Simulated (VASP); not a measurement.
A run of VASP 6.6.1 is set up as follows.

The input INCAR:

```
SYSTEM = Lu
ALGO = Normal ; EDIFF = 1E-6
ENCUT = 520 ; GGA = PS
ISIF = 2 ; ISMEAR = -1
LASPH = .True. ; LCHARG = .True.
LELF = .True. ; LREAL = .False.
LVHAR = .True. ; LWAVE = .False.
NBANDS = 44 ; NELM = 100
PREC = Accurate ; SIGMA = 0.1
```

Contents of KPOINTS:

```
k-points
0
Gamma
  7 7 9
  0 0 0
```

The input POSCAR:

```
Lu
1.0
    5.3242850379      0.0000000000      0.0000000000
   -2.6621425189      4.6109660998      0.0000000000
    0.0000000000      0.0000000000      3.3440133111
Lu
3
Direct
    1.0000000000      0.0000000000      1.0000000000
    0.3333333333      0.6666666667      0.5000000000
    0.6666666667      0.3333333333      0.5000000000
```

Potentials or basis: VASP PAW PBE potentials, release 64 (Lu).

Run with:

```console
$ cat potpaw_PBE.64/Lu/POTCAR > POTCAR
$ mpirun -np 1 vasp_std > vasp.out
```

Problem. Estimate the pressure.

Solution. 0.4 GPa.

Caveat: the PAW data sets were made with another functional, which shifts forces and pressure a little.
